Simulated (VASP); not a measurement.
# Si in VASP: notebook, part 4 of 4

VASP 6.6.1. Earlier steps stand in the parts before.

## Step 7: Electric field gradients, PBE (equal xy, yz and zx shear strains of -2 %)

The input, INCAR:

```
SYSTEM = Si
PREC = Accurate ; ENCUT = 520
EDIFF = 1E-8 ; ISMEAR = -1
SIGMA = 0.05 ; LREAL = .FALSE.
LASPH = .TRUE. ; NELM = 80
ALGO = Normal ; ISIF = 2
LWAVE = .FALSE. ; LCHARG = .FALSE.
GGA = PE ; LEFG = .TRUE.
NBANDS = 11
```

The input, KPOINTS:

```
Automatic mesh
0
G
  16 16 16
  0 0 0
```

The input, POSCAR:

```
Si
1.0
   -2.2874350000      2.3782600000      1.2738250000
    2.2619350000     -2.4037600000      1.2761750000
    2.2400650000      2.3587400000     -1.3211950000
Si
2
Direct
    0.8070000000      0.5570000000      0.2500000000
    0.1930000000      0.4430000000      0.7500000000
```

Potentials or basis: VASP PAW PBE potentials, release 64 (Si).

The run is started by

```console
> cat potpaw_PBE.64/Si/POTCAR > POTCAR
> mpirun -np 1 vasp_std > vasp.out
```

OUTCAR:

```text
SYSTEM = Si
   PREC = Accurate
   ENCUT = 520
   EDIFF = 1E-8
   ISMEAR = -1
   LREAL = .FALSE.
   LASPH = .TRUE.
   NELM = 80
   ISIF = 2
   GGA = PE

 ion  position               nearest neighbor table
   1  0.807  0.557  0.250-   2 2.38   2 2.39   2 2.44   2 2.47   2 2.72   2 2.77
   2  0.193  0.443  0.750-   1 2.38   1 2.39   1 2.44   1 2.47   1 2.72   1 2.77

  LATTYP: Found a triclinic cell.
 ALAT       =     3.5371046970
 B/A-ratio  =     1.2729196796
 C/A-ratio  =     0.7210007070
 COS(alpha) =     0.0198960208
 COS(beta)  =     0.3598393563
 COS(gamma) =     0.6569563777

  Lattice vectors:

 A1 = (  -2.2874350000,   2.3782600000,   1.2738250000)
 A2 = (  -4.5020000000,   0.0450200000,   0.0450200000)
 A3 = (  -0.0255000000,  -0.0255000000,   2.5500000000)

Analysis of symmetry for initial positions (statically):
=====================================================================
 Subroutine PRICEL returns:
 Original cell was already a primitive cell.
[... 528 lines left out ...]
      direct lattice vectors                 reciprocal lattice vectors
    -2.287435000  2.378260000  1.273825000     0.006094776  0.215108711  0.394368898
     2.261935000 -2.403760000  1.276175000     0.226130364  0.006206106  0.394480227
     2.240065000  2.358740000 -1.321195000     0.224301178  0.213390855  0.004376920

 POSITION                                       TOTAL-FORCE (eV/Angst)
 -----------------------------------------------------------------------------------
     -0.02605      1.17005      1.40851        -0.061030      0.027423     -0.000770
      2.24061      1.16319     -0.17970         0.061030     -0.027423      0.000770
 -----------------------------------------------------------------------------------
    total drift:                                0.000000     -0.000000     -0.000000

  FREE ENERGIE OF THE ION-ELECTRON SYSTEM (eV)
  ---------------------------------------------------
  free  energy   TOTEN  =       -10.0998749370 eV

  energy  without entropy=      -10.0941465421  energy(sigma->0) =      -10.09701074

 Electric field gradients (V/A^2)
---------------------------------------------------------------------
 ion       V_xx      V_yy      V_zz      V_xy      V_xz      V_yz
---------------------------------------------------------------------
   1       9.967   -26.245    16.279    -0.032    -1.955    -0.010
   2       9.967   -26.245    16.279    -0.032    -1.955    -0.010
---------------------------------------------------------------------

 Electric field gradients after diagonalization (V/A^2)
 (convention: |V_zz| > |V_xx| > |V_yy|)
----------------------------------------------------------------------
 ion       V_xx      V_yy      V_zz     asymmetry (V_yy - V_xx)/ V_zz
----------------------------------------------------------------------
   1      16.835     9.410   -26.245       0.283
   2      16.835     9.410   -26.245       0.283
----------------------------------------------------------------------

           NMR quadrupolar parameters

 Cq : quadrupolar parameter    Cq=e*Q*V_zz/h
 eta: asymmetry parameters     (V_yy - V_xx)/ V_zz
 Q  : nuclear electric quadrupole moment in mb (millibarn)
----------------------------------------------------------------------
 ion       Cq(MHz)       eta       Q (mb)
----------------------------------------------------------------------
   1      -0.063       0.283       1.000
   2      -0.063       0.283       1.000
----------------------------------------------------------------------
```

stdout:

```text
POSCAR found type information on POSCAR Si
 POSCAR found :  1 types and       2 ions
 scaLAPACK will be used
 LDA part: xc-table for (Slater+PW92), standard interpolation
 POSCAR, INCAR and KPOINTS ok, starting setup
 FFT: planning ... GRIDC
 FFT: planning ... GRID_SOFT
 FFT: planning ... GRID
 WAVECAR not read
 entering main loop
ion   1
     0.0000353    -0.0490980    -0.0396795    -0.8432043     0.1510696    -1.0519249
     0.0000487    -0.0490980    -0.0396795    -0.8432043     0.1510696    -1.0519249
     0.0000670    -0.0490980    -0.0396795    -0.8432043     0.1510696    -1.0519249
     0.0000923    -0.0490980    -0.0396795    -0.8432043     0.1510696    -1.0519249

     0.0000353     0.1013565     0.0811103   -12.5932250     1.8195383   -16.1231165
     0.0000487     0.1013563     0.0811101   -12.5932116     1.8195364   -16.1230992
     0.0000670     0.1013560     0.0811099   -12.5931890     1.8195332   -16.1230703
     0.0000923     0.1013554     0.0811094   -12.5931518     1.8195279   -16.1230225

ion   2
     0.0000353    -0.0490980    -0.0396795    -0.8432043     0.1510696    -1.0519249
     0.0000487    -0.0490980    -0.0396795    -0.8432043     0.1510696    -1.0519249
     0.0000670    -0.0490980    -0.0396795    -0.8432043     0.1510696    -1.0519249
     0.0000923    -0.0490980    -0.0396795    -0.8432043     0.1510696    -1.0519249

     0.0000353     0.1013565     0.0811103   -12.5932250     1.8195383   -16.1231165
     0.0000487     0.1013563     0.0811101   -12.5932116     1.8195364   -16.1230992
     0.0000670     0.1013560     0.0811099   -12.5931890     1.8195332   -16.1230703
     0.0000923     0.1013554     0.0811094   -12.5931518     1.8195279   -16.1230225
```

It took 9.7 min on 1 thread of Intel Xeon 8259CL, shared host; peak memory 0.56 GiB.

Results:

```
Free energy                             : -10.0999 eV
Pressure                                : 15.7 GPa
Largest force                           : 0.067 eV/Å
Band gap on the k mesh                  : zero (bands 4 and 5 overlap by 7.50 eV)
Largest electric field gradient by atom : Si -26.2 V/Å²
```

Forces on the atoms (eV/Å):
```
Si  -0.061  0.027 -0.001
Si   0.061 -0.027  0.001
```

Levels at points of the mesh, in eV from the Fermi level:
| k point | band 1 | band 2 | band 3 | band 4 | band 5 | band 6 | band 7 | band 8 | band 9 |
| --- | --- | --- | --- | --- | --- | --- | --- | --- | --- |
| (0.00, 0.00, 0.00) | -14.81 | -3.06 | -2.38 | -1.67 | 1.12 | 7.78 | 9.16 | 10.01 | 10.52 |
| (0.50, 0.00, 0.00) | -7.81 | -7.53 | -1.91 | -1.44 | -1.44 | -0.03 | 4.54 | 4.93 | 10.43 |
| (0.00, 0.50, 0.00) | -7.70 | -7.24 | -2.89 | -2.32 | -1.60 | 1.01 | 4.84 | 6.01 | 9.85 |
| (0.50, 0.50, 0.00) | -11.53 | -11.52 | 0.31 | 0.33 | 3.13 | 3.17 | 8.54 | 8.85 | 10.48 |
| (0.00, 0.00, 0.50) | -11.39 | -11.39 | -0.03 | -0.02 | 2.74 | 2.77 | 8.64 | 8.71 | 10.42 |
| (0.50, 0.00, 0.50) | -8.05 | -7.38 | -2.89 | -1.93 | -1.26 | 1.20 | 5.61 | 6.49 | 9.18 |
| (0.00, 0.50, 0.50) | -8.07 | -7.73 | -1.86 | -1.24 | -1.07 | 0.23 | 5.23 | 5.51 | 9.92 |
| (0.50, 0.50, 0.50) | -9.21 | -8.17 | -7.69 | -7.40 | 5.79 | 6.54 | 14.22 | 14.74 | 15.02 |

Electric field gradients, principal values (V/Å²):
| atom | least | middle | greatest (by size) |
| --- | --- | --- | --- |
| 1 Si | 9.410 | 16.835 | -26.245 |
| 2 Si | 9.410 | 16.835 | -26.245 |

Caveat: the cell differs from its parent crystal (equal xy, yz and zx shear strains of -2 %); the cell stands under pressure; without QUAD_EFG the Cq values of the log hold for a quadrupole moment of 1 mb, not for the nuclei.

## Step 8: Overview

| cell | gap on the mesh (eV) | pressure (GPa) | largest force (eV/Å) |
| --- | --- | --- | --- |
| a = 3.496 Å, angles 100.2, 95.0, 137.4°, 2 atoms | none | 17.4 | 0.01 |
| a = 3.531 Å, angles 100.2, 95.0, 137.4°, 2 atoms | none | 12.4 | 0.02 |
| a = 3.576 Å, angles 100.2, 95.0, 137.4°, 2 atoms | none | 6.6 | 0.05 |
| a = 3.463, b = 3.461, c = 3.503 Å, angles 99.4, 94.3, 136.8°, 2 atoms | none | 15.7 | 0.10 |
| a = 3.537, b = 3.539, c = 3.511 Å, angles 100.6, 95.5, 137.7°, 2 atoms | none | 15.7 | 0.07 |

Alike in all rows: task electric field gradients; level PBE; potentials or basis VASP PAW PBE potentials, release 64 (Si); no spin polarisation; k mesh 16 × 16 × 16; cutoff (eV) 520; smearing fermi-dirac 0.05 eV.

Caveats: the cell stands under pressure.

Total energies depend on the potentials used, so only differences within one code and one set of settings carry meaning.
